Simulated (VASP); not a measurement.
A run of VASP 6.6.1:

Contents of INCAR:

```
PREC = Accurate
ENCUT = 520
EDIFF = 1E-6
ISMEAR = 0
SIGMA = 0.1
LREAL = F
LASPH = T
NELM = 100
ALGO = Normal
ISIF = 2
LWAVE = F
LCHARG = F
GGA = PE
NBANDS = 27
```

File KPOINTS:

```
regular mesh
0
Gamma
  6 6 6
```

Contents of POSCAR:

```
Se
1.0
   -3.1825548000      3.1825548000      2.2037298000
    3.1825548000     -3.1825548000      2.2037298000
    3.1825548000      3.1825548000     -2.2037298000
Se
6
Direct
    0.0000000000      0.0000000000      0.0000000000
    0.7500000000      0.2500000000      0.5000000000
    0.3750000000      0.6250000000      0.7500000000
    0.3750000000      0.1250000000      0.7500000000
    0.3750000000      0.6250000000      0.2500000000
    0.8750000000      0.6250000000      0.2500000000
```

Potentials or basis: VASP PAW PBE potentials, release 64 (Se).

Command:

```console
$ cat potpaw_PBE.64/Se/POTCAR > POTCAR
$ mpirun -np 1 vasp_std > vasp.out
```

Hardware: 1 thread of Intel Xeon 6975P-C (shared host).

Task: How long does it take, and how much memory?

Result: It took 44 s on 1 thread of Intel Xeon 6975P-C, with other jobs on the host, peak memory 0.25 GiB. Counts: scf iterations 11, k points 30.
